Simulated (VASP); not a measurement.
Cd:

```xyz
4
Lattice="2.9411 -1.9439 0.0000 2.9411 1.9439 0.0000 0.0000 0.0000 7.9295" Properties=species:S:1:pos:R:3 pbc="T T T"
Cd    2.9411   -1.3607    0.9277
Cd    2.9411   -0.5832    4.8925
Cd    2.9411    1.3607    7.0017
Cd    2.9411    0.5832    3.0370
```

```yaml
Program: VASP 6.6.1
Task: relaxation of cell and atoms
Functional: r2SCAN
Potentials_or_basis: VASP PAW PBE potentials, release 64 (Cd)
Cutoff: 600 eV
k_mesh: 6 × 6 × 2
Occupations: gaussian, width 0.1 eV
Spin: no spin polarisation
```

At the start: pressure 20.5 GPa; volume 22.67 Å³/atom.

Q: Where does the relaxation end?

A: Over 36 steps the energy falls by 919.5 meV/atom and the volume is 22.03 Å³/atom (-2.8 %); space group Cmce (No. 64, to 0.1 Å) before, I4/mmm (No. 139, to 0.1 Å).

The path:
| step | energy change (eV) | largest force (eV/Å) | pressure (GPa) | volume (Å³) |
| --- | --- | --- | --- | --- |
| 1 | 0.0000 | 7.7781 | 20.51 | 90.67 |
| 2 | -2.0610 | 0.4278 | -3.07 | 131.51 |
| 3 | -2.1981 | 0.4686 | -3.30 | 127.99 |
| 4 | -2.3559 | 0.5115 | -3.41 | 124.37 |
| 5 | -2.9954 | 0.2998 | -1.65 | 107.04 |
| 6 | -2.9341 | 0.4825 | 1.01 | 101.05 |
| 7 | -3.0091 | 0.2282 | -1.14 | 105.48 |
| 8 | -3.0104 | 0.2031 | -0.92 | 104.90 |
| 9 | -3.0630 | 0.2038 | -0.77 | 102.98 |
| 10 | -3.2446 | 0.2126 | -0.19 | 97.10 |
| 11 | -3.5133 | 0.2042 | 2.92 | 84.84 |
| 12 | -3.5421 | 0.1443 | 2.10 | 85.65 |
| 13 | -3.5437 | 0.1316 | 1.88 | 85.91 |
| 14 | -3.5649 | 0.1246 | 0.62 | 87.72 |
| 15 | -3.5711 | 0.1196 | -0.61 | 89.76 |
| 16 | -3.5713 | 0.1197 | -0.44 | 89.45 |
| 17 | -3.5768 | 0.1292 | -0.35 | 89.30 |
| 18 | -3.5878 | 0.1536 | 0.01 | 88.84 |
| 19 | -3.5818 | 0.1899 | 0.76 | 87.86 |
| 20 | -3.5901 | 0.1644 | 0.26 | 88.55 |
| 21 | -3.5966 | 0.1570 | 0.12 | 88.74 |
| 22 | -3.6128 | 0.1380 | -0.34 | 89.32 |
| 23 | -3.6277 | 0.1188 | -1.16 | 90.44 |
| 24 | -3.6374 | 0.0749 | -2.13 | 92.61 |
| 25 | -3.6400 | 0.1078 | -1.50 | 91.23 |
| 26 | -3.6455 | 0.0933 | -1.85 | 91.93 |
| 27 | -3.6483 | 0.0900 | -1.80 | 91.81 |
| 28 | -3.6536 | 0.0827 | -1.63 | 91.44 |
| 29 | -3.6511 | 0.0621 | -1.24 | 90.69 |
| 30 | -3.6548 | 0.0756 | -1.49 | 91.17 |
| 31 | -3.6593 | 0.0765 | -1.32 | 90.78 |
| 32 | -3.6699 | 0.0760 | -0.77 | 89.62 |
| 33 | -3.6755 | 0.0689 | 0.49 | 87.33 |
| 34 | -3.6762 | 0.0709 | 0.16 | 87.90 |
| 35 | -3.6768 | 0.0622 | 0.13 | 87.95 |
| 36 | -3.6778 | 0.0379 | 0.03 | 88.10 |

Final structure:
```
CELL_PARAMETERS angstrom
2.33231 -2.19071 0.00000
2.33231 2.19071 0.00000
0.00000 0.00000 8.62168
ATOMIC_POSITIONS crystal
Cd 0.74966 0.25034 0.12565
Cd 0.75034 0.24966 0.62565
Cd 0.25034 0.74966 0.87435
Cd 0.24966 0.75034 0.37435
```

Caveat: the k points lie up to 0.36 Å⁻¹ apart in the final cell, too coarse for converged energies and pressures of a metal; the PAW data sets were made with another functional, which shifts forces and pressure a little.
